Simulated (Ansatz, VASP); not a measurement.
**One calculation of Tl, two programs**

INCAR

```
PREC     = Accurate       # precision mode
ENCUT    = 520            # plane-wave cutoff, eV
EDIFF    = 1E-6           # SCF threshold, eV
ISMEAR   = 0              # smearing method
SIGMA    = 0.05           # smearing width, eV
LREAL    = False          # projectors in reciprocal space
LASPH    = True           # aspherical terms in the spheres
NELM     = 80             # most SCF steps
ALGO     = Normal         # electronic algorithm
ISIF     = 2              # what is computed and relaxed
LWAVE    = False          # write WAVECAR
LCHARG   = False          # write CHGCAR
GGA      = PE             # functional
NBANDS   = 12             # bands
```

KPOINTS

```
Automatic mesh
0
Gamma
  8 8 8
```

Contents of POSCAR:

```
Tl
1.0
   -1.9426495879      1.9426495879      1.9426495879
    1.9426495879     -1.9426495879      1.9426495879
    1.9426495879      1.9426495879     -1.9426495879
Tl
1
Direct
    0.0000000000      0.0000000000      0.0000000000
```

Input for Ansatz:

```yaml
crystal:
  lattice:
    - [-1.9426495879, 1.9426495879, 1.9426495879]
    - [1.9426495879, -1.9426495879, 1.9426495879]
    - [1.9426495879, 1.9426495879, -1.9426495879]
  atoms:
    - { symbol: Tl, position: [0.0, 0.0, 0.0] }
basis:
  ecutwfc: 420
  ecutrho_ratio: 4
kpoints:
  mp_grid: { grid: [8, 8, 8] }
hamiltonian:
  xc: pbe
scf:
  occupations: { method: gaussian, width: 0.05 }
output:
  forces: true
  stress: true
  eigenvalues: true
```

Alike in both runs: task single point; functional PBE; k mesh 8 × 8 × 8; occupations gaussian, width 0.05 eV; no spin polarisation.

```csv
,VASP,Ansatz
version,VASP 6.6.1,Ansatz 0.2.0
potentials or method,"VASP PAW PBE potentials, release 64 (Tl_d), cutoff 520 eV","scalar-relativistic, plane waves, PAW"
valence electrons in the cell,13,13
```

Ansatz gave:

```
pressure (GPa) : 2.5
```

Task: Estimate VASP's values.

Result: Pressure (GPa): 2.4.

With one functional, cell and mesh, what is left measures potentials, basis and numerics.

Neither program's run includes spin-orbit coupling.
